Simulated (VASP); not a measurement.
## Mg: relaxation of cell and atoms with PBEsol

The system is Mg.

```
CELL_PARAMETERS angstrom
3.20927 0.00000 0.00000
-1.60464 2.77931 0.00000
0.00000 0.00000 5.21033
ATOMIC_POSITIONS crystal
Mg 0.33333 0.66667 0.25000
Mg 0.66667 0.33333 0.75000
```

```
Program                : VASP 6.6.1
Task                   : relaxation of cell and atoms
Functional             : PBEsol
Potentials or basis    : VASP PAW PBE potentials, release 64 (Mg)
Cutoff                 : 600 eV
k mesh                 : 15 × 15 × 8
Occupations            : gaussian, width 0.1 eV
Spin                   : no spin polarisation
Dipole correction      : no
Further INCAR settings : ALGO = Normal; EDIFF = 1e-07; IBRION = 2; EDIFFG = -0.005; NSW = 100; ISIF = 3
```

```yaml
Relaxed_volume: 22.46 Å³/atom
Relaxed_cell: a = 3.187 Å, b = 3.187 Å, c = 5.106 Å, α = 90.00°, β = 90.00°, γ = 120.00°
Space_group_after_relaxing_to_0.1_Å: P6_3/mmc (No. 194)
Energy_gained_by_relaxing: 3.4 meV/atom
Ionic_steps: 6
Pressure_after_relaxing: 0.0 GPa
Band_gap_on_the_k_mesh: zero (bands 2 and 3 overlap by 2.01 eV)
```

Step by step:
```csv
step,energy change (eV),largest force (eV/Å),pressure (GPa),volume (Å³)
1,0.0000,0.0000,-1.19,46.47
2,-0.0061,0.0000,-0.32,45.33
3,-0.0066,0.0000,0.04,44.90
4,-0.0066,0.0000,0.06,44.87
5,-0.0067,0.0000,0.04,44.89
6,-0.0068,0.0000,0.02,44.92
```

Final structure:
```xyz
2
Lattice="3.1874 0.0000 0.0000 -1.5937 2.7604 0.0000 0.0000 0.0000 5.1056" Properties=species:S:1:pos:R:3 pbc="T T T"
Mg    0.0000    1.8403    1.2764
Mg    1.5937    0.9201    3.8292
```

Levels at points of the mesh, in eV from the Fermi level:
```tsv
k point	band 1	band 2	band 3	band 4	band 5	band 6
(0.00, 0.00, 0.00)	-7.02	-1.65	-1.11	10.91	10.91	11.04
(0.00, 0.00, 0.50)	-5.58	-5.58	5.31	5.31	11.67	11.67
```

It took 73 s on 1 thread of Intel(R) Xeon(R) Platinum 8488C (Sapphire Rapids) (shared host), peak memory 0.22 GiB.

Caveat: the PAW data sets were made with another functional, which shifts forces and pressure a little.
